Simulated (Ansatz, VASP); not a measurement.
Two plane-wave programs on ZrF2

The input INCAR:

```
SYSTEM = ZrF2
PREC     = Accurate       ! precision mode
ENCUT    = 600            ! plane-wave cutoff, eV
EDIFF    = 1E-6           ! SCF threshold, eV
ISMEAR   = 0              ! smearing method
SIGMA    = 0.1            ! smearing width, eV
LREAL    = .False.        ! projectors in reciprocal space
LASPH    = .True.         ! aspherical terms in the spheres
NELM     = 60             ! most SCF steps
ALGO     = Normal         ! electronic algorithm
ISIF     = 3              ! what is computed and relaxed
LWAVE    = .False.        ! write WAVECAR
LCHARG   = .False.        ! write CHGCAR
GGA      = PE             ! functional
IBRION   = 2              ! ionic algorithm
NSW      = 90             ! ionic steps
EDIFFG   = -0.04          ! ionic threshold
```

The input KPOINTS:

```
Automatic mesh
0
Gamma
  6 6 4
  0 0 0
```

The input POSCAR:

```
ZrF2
1.0
    3.3168932600      0.0000000000      0.0000000000
    0.0000000000      3.3168932600      0.0000000000
    0.0000000000      0.0000000000      4.3594944000
Zr F
1 2
Direct
    0.5000000000      0.5000000000      0.0958892200
    0.0000000000      0.5000000000      0.2650738200
    0.5000000000      0.0000000000      0.2650738200
```

Input for Ansatz:

```yaml
crystal:
  lattice:
    - [3.31689326, 0.0, 0.0]
    - [0.0, 3.31689326, 0.0]
    - [0.0, 0.0, 4.3594944]
  atoms:
    - { symbol: Zr, position: [0.5, 0.5, 0.09588922] }
    - { symbol: F, position: [0.0, 0.5, 0.26507382] }
    - { symbol: F, position: [0.5, 0.0, 0.26507382] }
basis:
  ecutwfc: 420
kpoints:
  mp_grid: { grid: [6, 6, 4] }
hamiltonian:
  xc: pbe
scf:
  occupations: { method: gaussian, width: 0.1 }
  lower_state_search: "off"
output:
  forces: true
  stress: true
  eigenvalues: true
relax:
  adjacent_minimum: "off"
  f_tol: 0.04
  max_steps: 70
  cell: { stress_tol: 0.4 }
```

Alike in both runs: task relaxation of cell and atoms; functional PBE; k mesh 6 × 6 × 4; occupations gaussian, width 0.1 eV; no spin polarisation.

|  | VASP | Ansatz |
| --- | --- | --- |
| version | VASP 6.6.1 | Ansatz 0.2.0 |
| potentials or method | VASP PAW PBE potentials, release 64 (Zr_sv, F), cutoff 600 eV | scalar-relativistic, plane waves, PAW |
| valence electrons in the cell | 26 | 26 |

|  | VASP | Ansatz | Ansatz less VASP |
| --- | --- | --- | --- |
| gap on the k mesh at the Fermi level, each at its own relaxed structure (eV) | none | none | - |
| relaxed volume (Å³/atom) | 18.98 | 19.47 | +0.484 |
| relaxed cell length with the largest relative difference (Å) | 4.154 | 4.204 | +0.0492 |

A gap of «none» marks a metal or a gap that the smearing closes.

The k mesh is coarse, so the values compare programs but aren't converged. Noted on VASP's run: the volume moved by over 15 % at a fixed basis, so the end points are rough.
